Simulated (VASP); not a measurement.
# Li (Im-3m) in VASP: further runs

The runs below take Li through single point, relaxation of cell and atoms, with PBEsol.

Program: VASP 6.6.1. These are calculated values, not measurements. Logs are shortened: lines on timing, memory, paths and dates and some standing lists are left out, and cuts for length are marked.

### Step 1. The cell of the first run

Symmetry: Im-3m, No. 229, cubic system. The conventional cell has a = 3.433 Å, b = 3.433 Å, c = 3.433 Å, α = 90.00°, β = 90.00°, γ = 90.00°. Within 3.9 Å of Li (site symmetry m-3m) lie 14 Li at 2.97 to 3.43 Å.

### Step 2. Single point, PBEsol

Input file INCAR:

```
SYSTEM = Li
PREC = Accurate
ENCUT = 520
EDIFF = 1E-7
ISMEAR = -1
SIGMA = 0.1
LREAL = .FALSE.
LASPH = .TRUE.
NELM = 60
ALGO = Normal
ISIF = 2
LWAVE = .FALSE.
LCHARG = .FALSE.
GGA = PS
NBANDS = 10
```

Input file KPOINTS:

```
Automatic mesh
0
G
  6 6 6
  0 0 0
```

Input file POSCAR:

```
Li
1.0
    3.4326250059      0.0000000000      0.0000000000
    0.0000000000      3.4326250059      0.0000000000
    0.0000000000      0.0000000000      3.4326250059
Li
2
Direct
    0.0000000000      0.0000000000      0.0000000000
    0.5000000000      0.5000000000      0.5000000000
```

Potentials or basis: VASP PAW PBE potentials, release 64 (Li_sv).

The run is started by

```sh
$ cat potpaw_PBE.64/Li_sv/POTCAR > POTCAR
$ mpirun -np 1 vasp_std > vasp.out
```

OUTCAR:

```text
SYSTEM = Li
   PREC = Accurate
   ENCUT = 520
   EDIFF = 1E-7
   ISMEAR = -1
   LREAL = .FALSE.
   LASPH = .TRUE.
   NELM = 60
   ISIF = 2
   GGA = PS

 ion  position               nearest neighbor table
   1  0.000  0.000  0.000-
   2  0.500  0.500  0.500-

  LATTYP: Found a simple cubic cell.
 ALAT       =     3.4326250059

  Lattice vectors:

 A1 = (   3.4326250059,   0.0000000000,   0.0000000000)
 A2 = (   0.0000000000,   3.4326250059,   0.0000000000)
 A3 = (   0.0000000000,   0.0000000000,   3.4326250059)

Analysis of symmetry for initial positions (statically):
=====================================================================
 Subroutine PRICEL returns following result:

  LATTYP: Found a body centered cubic cell.
 ALAT       =     3.4326250059

  Lattice vectors:

 A1 = (   1.7163125030,   1.7163125030,  -1.7163125029)
 A2 = (  -1.7163125030,   1.7163125029,   1.7163125029)
 A3 = (   1.7163125030,  -1.7163125029,   1.7163125030)

   2 primitive cells build up your supercell.

 Routine SETGRP: Setting up the symmetry group for a
 simple cubic supercell.

 Subroutine GETGRP returns: Found 48 space group operations
 (whereof 48 operations were pure point group operations)
 out of a pool of 48 trial point group operations.

The static configuration has the point symmetry O_h .

Analysis of symmetry for dynamics (positions and initial velocities):
=====================================================================
 Subroutine PRICEL returns following result:

  LATTYP: Found a body centered cubic cell.
 ALAT       =     3.4326250059

  Lattice vectors:

 A1 = (   1.7163125030,   1.7163125030,  -1.7163125029)
 A2 = (  -1.7163125030,   1.7163125029,   1.7163125029)
 A3 = (   1.7163125030,  -1.7163125029,   1.7163125030)

   2 primitive cells build up your supercell.

 Routine SETGRP: Setting up the symmetry group for a
 simple cubic supercell.

 Subroutine GETGRP returns: Found 48 space group operations
 (whereof 48 operations were pure point group operations)
 out of a pool of 48 trial point group operations.

The dynamic configuration has the point symmetry O_h .

 Subroutine INISYM returns: Found 48 space group operations
 (whereof 48 operations are pure point group operations),
 and found     2 'primitive' translations

----------------------------------------------------------------------------------------

                                     Primitive cell

  volume of cell :      20.2232

  direct lattice vectors                    reciprocal lattice vectors
     1.716312503  1.716312503 -1.716312503     0.291322238  0.291322238  0.000000000
    -1.716312503  1.716312503  1.716312503    -0.000000000  0.291322238  0.291322238
     1.716312503 -1.716312503  1.716312503     0.291322238  0.000000000  0.291322238

  length of vectors
     2.972740457  2.972740457  2.972740457     0.411991860  0.411991860  0.411991860

  position of ions in fractional coordinates (direct lattice)
     0.000000000  0.000000000  0.000000000

  ion indices of the primitive-cell ions
   primitive index   ion index
                 1           1

----------------------------------------------------------------------------------------

 KPOINTS: Automatic mesh

Automatic generation of k-mesh.
 Grid dimensions read from file:
 generate k-points for:    6    6    6

 Generating k-lattice:

  Cartesian coordinates                     Fractional coordinates (reciprocal lattice)
     0.048553706  0.000000000  0.000000000     0.166666667  0.000000000  0.000000000
     0.000000000  0.048553706  0.000000000     0.000000000  0.166666667  0.000000000
     0.000000000  0.000000000  0.048553706     0.000000000  0.000000000  0.166666667

  Length of vectors
     0.048553706  0.048553706  0.048553706

  Shift w.r.t. Gamma in fractional coordinates (k-lattice)
     0.000000000  0.000000000  0.000000000

 Subroutine IBZKPT returns following result:
 ===========================================

 Found     20 irreducible k-points:

 Following reciprocal coordinates:
            Coordinates               Weight
  0.000000  0.000000  0.000000      1.000000
  0.166667  0.000000  0.000000      6.000000
  0.333333  0.000000  0.000000      6.000000
  0.500000  0.000000  0.000000      3.000000
  0.166667  0.166667  0.000000     12.000000
  0.333333  0.166667  0.000000     24.000000
[... 12 lines left out ...]
  0.500000  0.500000  0.333333      6.000000
  0.500000  0.500000  0.500000      1.000000
   k-points           NKPTS =     20   k-points in BZ     NKDIM =     20   number of bands    NBANDS=     10
   number of dos      NEDOS =    301   number of ions     NIONS =      2
   total plane-waves  NPLWV =  21952
   dimension x,y,z NGX =    28 NGY =   28 NGZ =   28
   dimension x,y,z NGXF=    56 NGYF=   56 NGZF=   56
   ions per type =               2
   NGX,Y,Z   is equivalent  to a cutoff of  13.56, 13.56, 13.56 a.u.
   NGXF,Y,Z  is equivalent  to a cutoff of  27.12, 27.12, 27.12 a.u.
 SYSTEM =  Li
   PREC   = accura    normal or accurate (medium, high low for compatibility)
   ISTART =      0    job   : 0-new  1-cont  2-samecut
   ICHARG =      2    charge: 1-file 2-atom 10-const
   ISPIN  =      1    spin polarized calculation?
   LNONCOLLINEAR =      F non collinear calculations
   LSORBIT =      F    spin-orbit coupling
   LASPH  =      T    aspherical Exc in radial PAW
   ENCUT  =  520.0 eV  38.22 Ry    6.18 a.u.   6.38  6.38  6.38*2*pi/ulx,y,z
   NELM   =     60;   NELMIN=  2; NELMDL= -5     # of ELM steps
   EDIFF  = 0.1E-06   stopping-criterion for ELM
   LREAL  =      F    real-space projection
   EDIFFG = 0.1E-05   stopping-criterion for IOM
   NSW    =      0    number of steps for IOM
   IBRION =     -1    ionic relax: 0-MD 1-quasi-New 2-CG
   NFREE  =      0    steps in history (QN), initial steepest desc. (CG)
   ISIF   =      2    stress and relaxation
   ISYM   =      2    0-nonsym 1-usesym 2-fastsym
   POTIM  = 0.5000    time-step for ionic-motion
   TEBEG  =    0.0;   TEEND  =   0.0 temperature during run
   PSTRESS=    0.0 pullay stress
   NELECT =       6.0000    total number of electrons
   NUPDOWN=      -1.0000    fix difference up-down
   EMIN   =  10.00;   EMAX   =-10.00  energy-range for DOS
   EFERMI =   0.00;   METHOD = LEGACY
   ISMEAR =    -1;   SIGMA  =   0.10  broadening in eV -4-tet -1-fermi 0-gaus
   EFERMI_NEDOS =   21; number of points for ismear=-14 and -15
   IALGO  =     38    algorithm
   IMIX   =      4    mixing-type and parameters
     AMIX     =   0.40;   BMIX     =  1.00
     AMIX_MAG =   1.60;   BMIX_MAG =  1.00
  volume/ion in A,a.u.               =      20.22       136.47
  Fermi-wavevector in a.u.,A,eV,Ry     =   0.866627  1.637688 10.218552  0.751042
  Thomas-Fermi vector in A             =   1.985043
   LORBIT       =      0    0 simple, 1 ext, 2 COOP (PROOUT), +10 PAW based schemes
   GGA     = PS    functional components
   LHFCALC =     F    Hartree Fock is set to
   AEXX    =    0.0000 exact exchange contribution
   IVDW    =     0    specifies the selected vdW correction
   LEPSILON=     F    determine dielectric tensor
   LRPA    =     F    only Hartree local field effects (RPA)
 non-spin polarized calculation
  energy-cutoff  :      520.00
  volume of cell :       40.45
 maximum number of plane-waves:      1108
 NGX is ok and might be reduce to    28
   NGX = 13   NGY = 13   NGZ = 13

 number of electron       6.0000000 magnetization

 Free energy of the ion-electron system (eV)
  ---------------------------------------------------
  ext. energy  EPLUGINS =         0.00000000
  ---------------------------------------------------
  free energy    TOTEN  =        -3.95598394 eV

  energy without entropy =       -3.91820948  energy(sigma->0) =       -3.93709671

 E-fermi :   0.5893     XC(G=0):  -7.0233

 val. band max:        0.3700450694   @ k =   0.5000   0.3333   0.0000
 cond. band min:       0.6649066873   @ k =   0.5000   0.3333   0.1667
 fundamental gap:      0.2948616179
 Fermi energy:         0.5893369399

 k-point     1 :       0.0000    0.0000    0.0000
  band No.  band energies     occupation
      1     -45.2770      2.00000
      2     -45.2416      2.00000
      3      -2.9244      2.00000
      4       6.1668      0.00000
      5       6.1668      0.00000
      6       6.1668      0.00000
      7       8.4089      0.00000
      8       8.4089      0.00000
      9      14.3442      0.00000
     10      15.2877      0.00000

 k-point     2 :       0.1667    0.0000    0.0000
  band No.  band energies     occupation
      1     -45.2744      2.00000
      2     -45.2439      2.00000
      3      -2.6613      2.00000
      4       3.9137      0.00000
      5       6.5070      0.00000
      6       6.5070      0.00000
      7       8.7632      0.00000
      8      11.0757      0.00000
      9      13.9463      0.00000
     10      13.9465      0.00000

 k-point     3 :       0.3333    0.0000    0.0000
  band No.  band energies     occupation
      1     -45.2671      2.00000
      2     -45.2495      2.00000
      3      -1.8638      2.00000
      4       1.4191      0.00050
      5       7.5227      0.00000
      6       7.5227      0.00000
      7       9.8261      0.00000
      8      11.4394      0.00000
      9      11.4394      0.00000
     10      13.0863      0.00000
[... 196 lines left out ...]
 k-point    19 :       0.5000    0.5000    0.3333
  band No.  band energies     occupation
      1     -45.2549      2.00000
      2     -45.2549      2.00000
      3       2.2756      0.00000
      4       2.2756      0.00000
      5       3.9895      0.00000
      6       3.9895      0.00000
      7       6.4479      0.00000
      8       6.4479      0.00000
      9       9.4964      0.00000
     10       9.4964      0.00000

 k-point    20 :       0.5000    0.5000    0.5000
  band No.  band energies     occupation
      1     -45.2545      2.00000
      2     -45.2545      2.00000
      3       4.0194      0.00000
      4       4.0194      0.00000
      5       4.0194      0.00000
      6       4.0194      0.00000
      7       4.0194      0.00000
      8       4.0194      0.00000
      9       9.1282      0.00000
     10       9.1282      0.00000

------------------------ aborting loop because EDIFF is reached ----------------------------------------

  FORCE on cell =-STRESS in cart. coord.  units (eV):
  Direction    XX          YY          ZZ          XY          YZ          ZX
  --------------------------------------------------------------------------------------
  -------------------------------------------------------------------------------------
  Total       -0.0209989     -0.0209989     -0.0209989      0.0000000      0.0000000      0.0000000
  in kB       -0.8318158     -0.8318158     -0.8318158      0.0000000      0.0000000      0.0000000
  external PRESSURE =      -0.8318158 kB  Pullay stress =       0.0000000 kB

 VOLUME and BASIS-vectors are now :
 -----------------------------------------------------------------------------
  energy-cutoff  :      520.00
  volume of cell :       40.45
      direct lattice vectors                 reciprocal lattice vectors
     3.432625006  0.000000000  0.000000000     0.291322238  0.000000000  0.000000000
     0.000000000  3.432625006  0.000000000     0.000000000  0.291322238  0.000000000
     0.000000000  0.000000000  3.432625006     0.000000000  0.000000000  0.291322238

 POSITION                                       TOTAL-FORCE (eV/Angst)
 -----------------------------------------------------------------------------------
      0.00000      0.00000      0.00000         0.000000     -0.000000     -0.000000
      1.71631      1.71631      1.71631        -0.000000      0.000000      0.000000
 -----------------------------------------------------------------------------------
    total drift:                                0.000000      0.000000      0.000000

  FREE ENERGIE OF THE ION-ELECTRON SYSTEM (eV)
  ---------------------------------------------------
  free  energy   TOTEN  =        -3.9559839356 eV

  energy  without entropy=       -3.9182094836  energy(sigma->0) =       -3.93709671
```

Run time: 4.9 s. Hardware: 1 thread of AMD EPYC 7R13 (Zen 3), shared host; peak memory 0.11 GiB.

What came out:

```yaml
Free_energy: -3.9560 eV
Band_gap_on_the_k_mesh: zero (bands 3 and 4 overlap by 4.53 eV)
```

Levels at points of the mesh, in eV from the Fermi level:
| k point | band 1 | band 2 | band 3 | band 4 | band 5 | band 6 | band 7 |
| --- | --- | --- | --- | --- | --- | --- | --- |
| (0.00, 0.00, 0.00) | -45.87 | -45.83 | -3.51 | 5.58 | 5.58 | 5.58 | 7.82 |
| (0.50, 0.00, 0.00) | -45.85 | -45.85 | -1.10 | -1.10 | 8.60 | 8.60 | 8.60 |
| (0.50, 0.50, 0.00) | -45.85 | -45.85 | 0.29 | 0.29 | 3.32 | 3.32 | 10.44 |
| (0.50, 0.50, 0.50) | -45.84 | -45.84 | 3.43 | 3.43 | 3.43 | 3.43 | 3.43 |

Caveat: the cutoff is under 1.25 times the usual one of these potentials, so pressure, stress and relaxed cells hold a basis-set (Pulay) error; the PAW data sets were made with another functional, which shifts forces and pressure a little.

[end of part 1 of 2]
